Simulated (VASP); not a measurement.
Input of a VASP 6.6.1 run:

INCAR

```
  PREC = Accurate
  ENCUT = 500
  EDIFF = 1E-7
  ISMEAR = -1
  SIGMA = 0.1
  LREAL = F
  LASPH = T
  NELM = 120
  ALGO = Normal
  ISIF = 3
  LWAVE = F
  LCHARG = F
  GGA = PS
  IBRION = 2
  NSW = 60
  EDIFFG = -0.005
  PSTRESS = 1900.0
  GGA_COMPAT = F
  NELMIN = 4
```

Contents of KPOINTS:

```
regular mesh
0
Gamma
  13 13 13
```

File POSCAR:

```
HfSi
1.0
    0.0000000000      2.2510958547      2.2510958547
    2.2510958547      0.0000000000      2.2510958547
    2.2510958547      2.2510958547      0.0000000000
Hf Si
1 1
Direct
    0.0000000000      0.0000000000      0.0000000000
    0.2500000000      0.2500000000      0.2500000000
```

Potentials or basis: VASP PAW PBE potentials, release 64 (Hf_pv, Si).

Launch:

```console
$ cat potpaw_PBE.64/Hf_pv/POTCAR potpaw_PBE.64/Si/POTCAR > POTCAR
$ mpirun -np 1 vasp_std > vasp.out
```

Q: Predict the relaxed volume.

A: 12.33 Å³/atom.

Q: Predict the space group after relaxing (to 0.05 Å).

A: F-43m (No. 216).

Q: Estimate the band gap on the k mesh.

A: Zero (band 7 reaches 11.37 eV, above the bottom of band 8 at 8.38 eV).

Final structure:
```
Hf Si
1.0
     0.00000    2.31026    2.31026
     2.31026    0.00000    2.31026
     2.31026    2.31026    0.00000
Hf Si
1 1
Direct
  0.00000 0.00000 0.00000
  0.25000 0.25000 0.25000
```

Caveat: the cell is relaxed towards a set pressure, so the enthalpy falls and the energy may rise; the PAW data sets were made with another functional, which shifts forces and pressure a little; spin-orbit coupling is left out, which moves the levels of the heavy elements.
